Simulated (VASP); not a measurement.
Write the native input for VASP 6.6.1 that does the following.

```yaml
Task: single point
Functional: r2SCAN
Potentials_or_basis: VASP PAW PBE potentials, release 64 (Ir)
Cutoff: 520 eV
k_mesh: 8 × 8 × 8
Occupations: fermi-dirac, width 0.1 eV
Spin: no spin polarisation
Dipole_correction: no
Further_INCAR_settings: ALGO = Normal; EDIFF = 1e-06; NBANDS = 16
```

The system is Ir.

```
Ir
1.0
     0.00000    0.00000    2.63234
     2.58189   -2.29205    1.31617
     2.58189    2.29205   -1.31617
Ir
2
Direct
  0.50001 0.75000 0.25000
  0.49999 0.25000 0.75000
```

These files were run (other wordings do the same):

POSCAR

```
Ir
1.0
    0.0000000000      0.0000000000      2.6323436459
    2.5818909301     -2.2920452352      1.3161718230
    2.5818909301      2.2920452352     -1.3161718230
Ir
2
Direct
    0.5000059185      0.7500000000      0.2500000000
    0.4999940815      0.2500000000      0.7500000000
```

INCAR.step1

```
SYSTEM = Ir
PREC = Accurate
ENCUT = 520
ISMEAR = -1
SIGMA = 0.1
LREAL = .False.
LASPH = .True.
NELM = 100
NBANDS = 16
GGA = PE
ALGO = Normal
EDIFF = 1E-4
LWAVE = .True.
LCHARG = .False.
```

INCAR.step2

```
SYSTEM = Ir
PREC = Accurate
ENCUT = 520
EDIFF = 1E-6
ISMEAR = -1
SIGMA = 0.1
LREAL = .False.
LASPH = .True.
NELM = 100
ALGO = Normal
ISIF = 2
LWAVE = .False.
LCHARG = .False.
METAGGA = R2SCAN
LMIXTAU = .True.
NBANDS = 16
ISTART = 1
```

KPOINTS

```
Automatic mesh
0
Gamma
  8 8 8
  0 0 0
```

Potentials or basis: VASP PAW PBE potentials, release 64 (Ir).

Launch:

```sh
$ cat potpaw_PBE.64/Ir/POTCAR > POTCAR
$ cp INCAR.step1 INCAR
$ mpirun -np 1 vasp_std > vasp.out
$ cp INCAR.step2 INCAR
$ mpirun -np 1 vasp_std > vasp.out
```

It gave:

The pressure is 1.9 GPa. The band gap on the k mesh is zero (band 9 reaches 10.59 eV, above the bottom of band 10 at 6.66 eV).

Caveat: the PAW data sets were made with another functional, which shifts forces and pressure a little; spin-orbit coupling is left out, which moves the levels of the heavy elements.

Wall time 3.8 min on 1 thread of AMD EPYC 7R43 64-Core Processor (Zen 3), with other jobs on the host, peak memory 0.13 GiB.
